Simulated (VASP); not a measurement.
# MgS (m.bB) (Fm-3m) in VASP: further runs

The runs below take MgS (m.bB) through single point, relaxation of cell and atoms, with PBE.

All numbers are computed with VASP 6.6.1; they aren't measurements. Logs are shortened: lines on timing, memory, paths and dates and some standing lists are left out, and cuts for length are marked.

## Step 1: The cell of the first run

Symmetry: Fm-3m, No. 225, cubic system. Conventional cell: a = 5.190 Å, b = 5.190 Å, c = 5.190 Å, α = 90.00°, β = 90.00°, γ = 90.00°. Mg (site symmetry m-3m) has 6 S at 2.60 Å within 3.4 Å. Within 3.4 Å of S (site symmetry m-3m) lie 6 Mg at 2.60 Å.

## Step 2: Single point, PBE

The input, INCAR:

```
PREC = Accurate ; ENCUT = 600
EDIFF = 1E-6 ; ISMEAR = 0
SIGMA = 0.1 ; LREAL = F
LASPH = T ; NELM = 120
ALGO = Normal ; ISIF = 2
LWAVE = F ; LCHARG = F
GGA = PE ; NBANDS = 11
GGA_COMPAT = F
```

The input, KPOINTS:

```
regular mesh
0
Gamma
  6 6 6
```

The input, POSCAR:

```
MgS
1.0
    0.0000000000      2.5950000000      2.5950000000
    2.5950000000      0.0000000000      2.5950000000
    2.5950000000      2.5950000000      0.0000000000
Mg S
1 1
Direct
    0.0000000000      0.0000000000      0.0000000000
    0.5000000000      0.5000000000      0.5000000000
```

Potentials or basis: VASP PAW PBE potentials, release 64 (Mg, S).

Command:

```bash
$ cat potpaw_PBE.64/Mg/POTCAR potpaw_PBE.64/S/POTCAR > POTCAR
$ mpirun -np 1 vasp_std > vasp.out
```

OUTCAR:

```text
PREC = Accurate
   ENCUT = 600
   EDIFF = 1E-6
   ISMEAR = 0
   LREAL = F
   LASPH = T
   NELM = 120
   ISIF = 2
   GGA = PE

 ion  position               nearest neighbor table
   1  0.000  0.000  0.000-   2 2.60   2 2.60   2 2.60   2 2.60   2 2.60   2 2.60
   2  0.500  0.500  0.500-   1 2.60   1 2.60   1 2.60   1 2.60   1 2.60   1 2.60

  LATTYP: Found a face centered cubic cell.
 ALAT       =     5.1900000000

  Lattice vectors:

 A1 = (   0.0000000000,   2.5950000000,   2.5950000000)
 A2 = (   2.5950000000,   0.0000000000,   2.5950000000)
 A3 = (   2.5950000000,   2.5950000000,   0.0000000000)

Analysis of symmetry for initial positions (statically):
=====================================================================
 Subroutine PRICEL returns:
 Original cell was already a primitive cell.

 Routine SETGRP: Setting up the symmetry group for a
 face centered cubic supercell.

 Subroutine GETGRP returns: Found 48 space group operations
 (whereof 48 operations were pure point group operations)
 out of a pool of 48 trial point group operations.

The static configuration has the point symmetry O_h .

Analysis of symmetry for dynamics (positions and initial velocities):
=====================================================================
 Subroutine PRICEL returns:
 Original cell was already a primitive cell.

 Routine SETGRP: Setting up the symmetry group for a
 face centered cubic supercell.

 Subroutine GETGRP returns: Found 48 space group operations
 (whereof 48 operations were pure point group operations)
 out of a pool of 48 trial point group operations.

The dynamic configuration has the point symmetry O_h .

 Subroutine INISYM returns: Found 48 space group operations
 (whereof 48 operations are pure point group operations),
 and found     1 'primitive' translations

----------------------------------------------------------------------------------------

                                     Primitive cell

  volume of cell :      34.9496

  direct lattice vectors                    reciprocal lattice vectors
     0.000000000  2.595000000  2.595000000    -0.192678227  0.192678227  0.192678227
     2.595000000  0.000000000  2.595000000     0.192678227 -0.192678227  0.192678227
     2.595000000  2.595000000  0.000000000     0.192678227  0.192678227 -0.192678227

  length of vectors
     3.669884194  3.669884194  3.669884194     0.333728479  0.333728479  0.333728479

  position of ions in fractional coordinates (direct lattice)
     0.000000000  0.000000000  0.000000000
     0.500000000  0.500000000  0.500000000

  ion indices of the primitive-cell ions
   primitive index   ion index
                 1           1
                 2           2

----------------------------------------------------------------------------------------

 KPOINTS: regular mesh

Automatic generation of k-mesh.
 Grid dimensions read from file:
 generate k-points for:    6    6    6

 Generating k-lattice:

  Cartesian coordinates                     Fractional coordinates (reciprocal lattice)
    -0.032113038  0.032113038  0.032113038     0.166666667  0.000000000  0.000000000
     0.032113038 -0.032113038  0.032113038     0.000000000  0.166666667  0.000000000
     0.032113038  0.032113038 -0.032113038     0.000000000  0.000000000  0.166666667

  Length of vectors
     0.055621413  0.055621413  0.055621413

  Shift w.r.t. Gamma in fractional coordinates (k-lattice)
     0.000000000  0.000000000  0.000000000

 Subroutine IBZKPT returns following result:
 ===========================================

 Found     16 irreducible k-points:

 Following reciprocal coordinates:
            Coordinates               Weight
  0.000000  0.000000  0.000000      1.000000
  0.166667  0.000000  0.000000      8.000000
  0.333333  0.000000  0.000000      8.000000
  0.500000  0.000000  0.000000      4.000000
  0.166667  0.166667  0.000000      6.000000
  0.333333  0.166667  0.000000     24.000000
[... 8 lines left out ...]
 -0.333333  0.333333  0.166667     24.000000
 -0.333333  0.500000  0.166667     12.000000
   k-points           NKPTS =     16   k-points in BZ     NKDIM =     16   number of bands    NBANDS=     11
   number of dos      NEDOS =    301   number of ions     NIONS =      2
   total plane-waves  NPLWV =  27000
   dimension x,y,z NGX =    30 NGY =   30 NGZ =   30
   dimension x,y,z NGXF=    60 NGYF=   60 NGZF=   60
   ions per type =               1   1
   NGX,Y,Z   is equivalent  to a cutoff of  13.59, 13.59, 13.59 a.u.
   NGXF,Y,Z  is equivalent  to a cutoff of  27.18, 27.18, 27.18 a.u.
 SYSTEM =  unknown system
   PREC   = accura    normal or accurate (medium, high low for compatibility)
   ISTART =      0    job   : 0-new  1-cont  2-samecut
   ICHARG =      2    charge: 1-file 2-atom 10-const
   ISPIN  =      1    spin polarized calculation?
   LNONCOLLINEAR =      F non collinear calculations
   LSORBIT =      F    spin-orbit coupling
   LASPH  =      T    aspherical Exc in radial PAW
   ENCUT  =  600.0 eV  44.10 Ry    6.64 a.u.   7.33  7.33  7.33*2*pi/ulx,y,z
   NELM   =    120;   NELMIN=  2; NELMDL= -5     # of ELM steps
   EDIFF  = 0.1E-05   stopping-criterion for ELM
   LREAL  =      F    real-space projection
   EDIFFG = 0.1E-04   stopping-criterion for IOM
   NSW    =      0    number of steps for IOM
   IBRION =     -1    ionic relax: 0-MD 1-quasi-New 2-CG
   NFREE  =      0    steps in history (QN), initial steepest desc. (CG)
   ISIF   =      2    stress and relaxation
   ISYM   =      2    0-nonsym 1-usesym 2-fastsym
   POTIM  = 0.5000    time-step for ionic-motion
   TEBEG  =    0.0;   TEEND  =   0.0 temperature during run
   PSTRESS=    0.0 pullay stress
   NELECT =       8.0000    total number of electrons
   NUPDOWN=      -1.0000    fix difference up-down
   EMIN   =  10.00;   EMAX   =-10.00  energy-range for DOS
   EFERMI =   0.00;   METHOD = LEGACY
   ISMEAR =     0;   SIGMA  =   0.10  broadening in eV -4-tet -1-fermi 0-gaus
   EFERMI_NEDOS =   21; number of points for ismear=-14 and -15
   IALGO  =     38    algorithm
   IMIX   =      4    mixing-type and parameters
     AMIX     =   0.40;   BMIX     =  1.00
     AMIX_MAG =   1.60;   BMIX_MAG =  1.00
  volume/ion in A,a.u.               =      17.47       117.93
  Fermi-wavevector in a.u.,A,eV,Ry     =   1.001438  1.892444 13.644989  1.002878
  Thomas-Fermi vector in A             =   2.133860
   LORBIT       =      0    0 simple, 1 ext, 2 COOP (PROOUT), +10 PAW based schemes
   GGA     = PE    functional components
   LHFCALC =     F    Hartree Fock is set to
   AEXX    =    0.0000 exact exchange contribution
   IVDW    =     0    specifies the selected vdW correction
   LEPSILON=     F    determine dielectric tensor
   LRPA    =     F    only Hartree local field effects (RPA)
 non-spin polarized calculation
 Gauss-broadening in eV      SIGMA  =   0.10
  energy-cutoff  :      600.00
  volume of cell :       34.95
 maximum number of plane-waves:      1211
 NGX is ok and might be reduce to    30
   NGX = 15   NGY = 15   NGZ = 15

 number of electron       7.9999999 magnetization

 Free energy of the ion-electron system (eV)
  ---------------------------------------------------
  ext. energy  EPLUGINS =         0.00000000
  ---------------------------------------------------
  free energy    TOTEN  =        -8.49752698 eV

  energy without entropy =       -8.49752698  energy(sigma->0) =       -8.49752698

 E-fermi :   4.2841     XC(G=0):  -9.7193

 val. band max:        3.7960967877   @ k =   0.0000   0.0000   0.0000
 cond. band min:       6.5861686926   @ k =   0.5000   0.5000   0.0000
 fundamental gap:      2.7900719049
 Fermi energy:         4.2841450578

 k-point     1 :       0.0000    0.0000    0.0000
  band No.  band energies     occupation
      1      -8.9145      2.00000
      2       3.7961      2.00000
      3       3.7961      2.00000
      4       3.7961      2.00000
      5       7.5665      0.00000
      6      11.7441      0.00000
      7      11.7441      0.00000
      8      11.7441      0.00000
      9      14.1526      0.00000
     10      14.1526      0.00000
     11      16.3513      0.00000

 k-point     2 :       0.1667    0.0000    0.0000
  band No.  band energies     occupation
      1      -8.6476      2.00000
      2       2.1587      2.00000
      3       3.6247      2.00000
      4       3.6247      2.00000
      5       8.6545      0.00000
      6      11.4647      0.00000
      7      12.0128      0.00000
      8      12.0128      0.00000
      9      13.4569      0.00000
     10      13.4569      0.00000
     11      16.2860      0.00000

 k-point     3 :       0.3333    0.0000    0.0000
  band No.  band energies     occupation
      1      -8.0022      2.00000
      2      -0.0730      2.00000
      3       3.3284      2.00000
      4       3.3284      2.00000
      5       8.5955      0.00000
      6      11.1433      0.00000
      7      11.1433      0.00000
      8      13.2117      0.00000
      9      15.3288      0.00000
     10      15.3288      0.00000
     11      15.3953      0.00000

 k-point     4 :       0.5000    0.0000    0.0000
  band No.  band energies     occupation
      1      -7.5892      2.00000
      2      -1.0742      2.00000
      3       3.1980      2.00000
      4       3.1980      2.00000
      5       8.3544      0.00000
      6      10.7111      0.00000
      7      10.7111      0.00000
      8      13.9934      0.00000
      9      15.9928      0.00000
     10      18.2121      0.00000
     11      18.2121      0.00000
[... 127 lines left out ...]
 k-point    14 :       0.5000    0.3333    0.1667
  band No.  band energies     occupation
      1      -7.5623      2.00000
      2       0.0812      2.00000
      3       1.5814      2.00000
      4       2.5497      2.00000
      5       9.1072      0.00000
      6      10.4165      0.00000
      7      11.1387      0.00000
      8      13.6785      0.00000
      9      15.3801      0.00000
     10      18.6823      0.00000
     11      19.1697      0.00000

 k-point    15 :      -0.3333    0.3333    0.1667
  band No.  band energies     occupation
      1      -7.2817      2.00000
      2      -0.1622      2.00000
      3       1.0563      2.00000
      4       2.1940      2.00000
      5       9.1429      0.00000
      6      10.5314      0.00000
      7      12.5075      0.00000
      8      12.7480      0.00000
      9      16.0707      0.00000
     10      17.7667      0.00000
     11      19.5515      0.00000

 k-point    16 :      -0.3333    0.5000    0.1667
  band No.  band energies     occupation
      1      -7.1776      2.00000
      2       0.0088      2.00000
      3       1.1898      2.00000
      4       1.5630      2.00000
      5       8.2283      0.00000
      6      10.0136      0.00000
      7      12.9899      0.00000
      8      13.6304      0.00000
      9      17.6767      0.00000
     10      18.9012      0.00000
     11      19.3249      0.00000

------------------------ aborting loop because EDIFF is reached ----------------------------------------

  FORCE on cell =-STRESS in cart. coord.  units (eV):
  Direction    XX          YY          ZZ          XY          YZ          ZX
  --------------------------------------------------------------------------------------
  -------------------------------------------------------------------------------------
  Total        0.3317692      0.3317692      0.3317692      0.0000000      0.0000000     -0.0000000
  in kB       15.2091375     15.2091375     15.2091375      0.0000000      0.0000000     -0.0000000
  external PRESSURE =      15.2091375 kB  Pullay stress =       0.0000000 kB

 VOLUME and BASIS-vectors are now :
 -----------------------------------------------------------------------------
  energy-cutoff  :      600.00
  volume of cell :       34.95
      direct lattice vectors                 reciprocal lattice vectors
     0.000000000  2.595000000  2.595000000    -0.192678227  0.192678227  0.192678227
     2.595000000  0.000000000  2.595000000     0.192678227 -0.192678227  0.192678227
     2.595000000  2.595000000  0.000000000     0.192678227  0.192678227 -0.192678227

 POSITION                                       TOTAL-FORCE (eV/Angst)
 -----------------------------------------------------------------------------------
      0.00000      0.00000      0.00000         0.000000      0.000000     -0.000000
      2.59500      2.59500      2.59500        -0.000000     -0.000000      0.000000
 -----------------------------------------------------------------------------------
    total drift:                               -0.000000     -0.000000      0.000000

  FREE ENERGIE OF THE ION-ELECTRON SYSTEM (eV)
  ---------------------------------------------------
  free  energy   TOTEN  =        -8.4975269777 eV

  energy  without entropy=       -8.4975269777  energy(sigma->0) =       -8.49752698
```

Wall time 8.6 s (1 thread of Intel Xeon 6975P-C, shared host); peak memory 0.16 GiB.

Results:

- Free energy: -8.4975 eV
- Pressure: 1.5 GPa
- Band gap on the k mesh: 2.79 eV, indirect (least direct gap 3.77 eV)

A k mesh can miss the band edges.

## Step 3: Relaxation of cell and atoms, PBE

The input, INCAR:

```
SYSTEM = MgS
ALGO = Normal ; EDIFF = 1E-7
EDIFFG = -0.002 ; ENCUT = 600
GGA = PE ; GGA_COMPAT = .FALSE.
IBRION = 2 ; ISIF = 3
ISMEAR = 0 ; LASPH = .TRUE.
LCHARG = .FALSE. ; LREAL = .FALSE.
LWAVE = .FALSE. ; NELM = 120
NELMIN = 4 ; NSW = 100
PREC = Accurate ; SIGMA = 0.02
```

The input, KPOINTS:

```
k-points
0
G
  8 8 8
  0 0 0
```

POSCAR is that of step 2.

Potentials or basis: VASP PAW PBE potentials, release 64 (Mg, S).

Command:

```bash
$ cat potpaw_PBE.64/Mg/POTCAR potpaw_PBE.64/S/POTCAR > POTCAR
$ mpirun -np 1 vasp_std > vasp.out
```

Wall time 21 s (1 thread of Intel Xeon 6975P-C, shared host); peak memory 0.18 GiB.

The run converged. Its results:

| Quantity | Value |
| --- | --- |
| Free energy | -8.5033 eV |
| Relaxed volume | 17.81 Å³/atom |
| Relaxed cell | a = 3.693 Å, b = 3.693 Å, c = 3.693 Å, α = 60.00°, β = 60.00°, γ = 60.00° |
| Space group after relaxing (to 0.05 Å) | Fm-3m (No. 225) |
| Energy gained by relaxing | 1.6 meV/atom |
| Ionic steps | 3 |
| Pressure after relaxing | 0.0 GPa |
| Band gap on the k mesh | 2.75 eV, indirect (least direct gap 3.62 eV) |

Step by step:
```tsv
step	energy change (eV)	largest force (eV/Å)	pressure (GPa)	volume (Å³)
1	0.0000	0.0000	1.50	34.95
2	-0.0030	0.0000	-0.32	35.78
3	-0.0031	0.0000	0.00	35.63
```

Final structure:
```yaml
crystal:
  lattice:
    - [0.00000, 2.61167, 2.61167]
    - [2.61167, 0.00000, 2.61167]
    - [2.61167, 2.61167, 0.00000]
  atoms:
    - { symbol: Mg, position: [0.00000, 0.00000, 0.00000] }
    - { symbol: S, position: [0.50000, 0.50000, 0.50000] }
```

Levels at points of the mesh, in eV from the valence-band top:
```
           k point  band 2  band 3  band 4  band 5  band 6  band 7
(0.00, 0.00, 0.00)    0.00    0.00    0.00    3.62    7.96    7.96
(0.50, 0.00, 0.00)   -4.77   -0.58   -0.58    4.53    6.89    6.89
(0.50, 0.50, 0.00)   -4.13   -1.66   -1.66    2.75    4.43   11.89
```

A k mesh can miss the band edges. PBE gaps usually lie below the measured ones, often by a third to a half.
